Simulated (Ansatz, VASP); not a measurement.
Al3Ga2Sb5 in VASP and in Ansatz

File INCAR:

```
PREC = Accurate
ENCUT = 520
EDIFF = 1E-6
ISMEAR = 0
SIGMA = 0.1
LREAL = F
LASPH = T
NELM = 100
ALGO = Normal
ISIF = 2
LWAVE = F
LCHARG = F
GGA = PE
NBANDS = 41
```

File KPOINTS:

```
regular mesh
0
Gamma
  4 4 4
```

POSCAR

```
Al3Ga2Sb5
1.0
    0.0000000000     -4.3991140000      0.0000000000
    4.3991140000      0.0000000000      0.0000000000
   -2.1995570000      2.1995570000     15.5483618000
Al Ga Sb
3 2 5
Direct
    0.8997900000      0.8997900000      0.7995800000
    0.5000000000      0.5000000000      0.0000000000
    0.1002100000      0.1002100000      0.2004200000
    0.7001950000      0.7001950000      0.4003900000
    0.2998050000      0.2998050000      0.5996100000
    0.3498160000      0.8498160000      0.6996320000
    0.9499050000      0.4499050000      0.8998100000
    0.5500950000      0.0500950000      0.1001900000
    0.1501840000      0.6501840000      0.3003680000
    0.7500000000      0.2500000000      0.5000000000
```

Input for Ansatz:

```yaml
crystal:
  lattice:
    - [0.0, -4.399114, 0.0]
    - [4.399114, 0.0, 0.0]
    - [-2.199557, 2.199557, 15.5483618]
  atoms:
    - { symbol: Al, position: [0.89979, 0.89979, 0.79958] }
    - { symbol: Al, position: [0.5, 0.5, 0.0] }
    - { symbol: Al, position: [0.10021, 0.10021, 0.20042] }
    - { symbol: Ga, position: [0.700195, 0.700195, 0.40039] }
    - { symbol: Ga, position: [0.299805, 0.299805, 0.59961] }
    - { symbol: Sb, position: [0.349816, 0.849816, 0.699632] }
    - { symbol: Sb, position: [0.949905, 0.449905, 0.89981] }
    - { symbol: Sb, position: [0.550095, 0.050095, 0.10019] }
    - { symbol: Sb, position: [0.150184, 0.650184, 0.300368] }
    - { symbol: Sb, position: [0.75, 0.25, 0.5] }
basis:
  ecutwfc: 420
kpoints:
  mp_grid: { grid: [4, 4, 4] }
hamiltonian:
  xc: pbe
scf:
  occupations: { method: gaussian, width: 0.1 }
  lower_state_search: "off"
output:
  forces: true
  stress: true
  eigenvalues: true
```

Alike in both runs: task single point; functional PBE; k mesh 4 × 4 × 4; occupations gaussian, width 0.1 eV; no spin polarisation.

```csv
,VASP,Ansatz
version,VASP 6.6.1,Ansatz 0.2.0
potentials or method,"VASP PAW PBE potentials, release 64 (Al, Ga_d, Sb), cutoff 520 eV","scalar-relativistic, plane waves, PAW"
valence electrons in the cell,60,110
```

VASP gave:

```
gap on the k mesh at the Fermi level (eV)                     : 0.55
least direct gap on the mesh (eV)                             : 0.55
pressure (GPa)                                                : 0.2
traceless stress, the component that is largest in VASP (GPa) : -0.56
```

Problem. Estimate Ansatz's values.

Solution. gap on the k mesh at the Fermi level (eV): 0.55; least direct gap on the mesh (eV): 0.55; pressure (GPa): 0.1; traceless stress, the component that is largest in VASP (GPa): -0.56.

VASP's potentials hold 60 valence electrons a cell and Ansatz's 110, so a difference there can come from the potentials and not from the codes.

Spin-orbit coupling is off throughout.
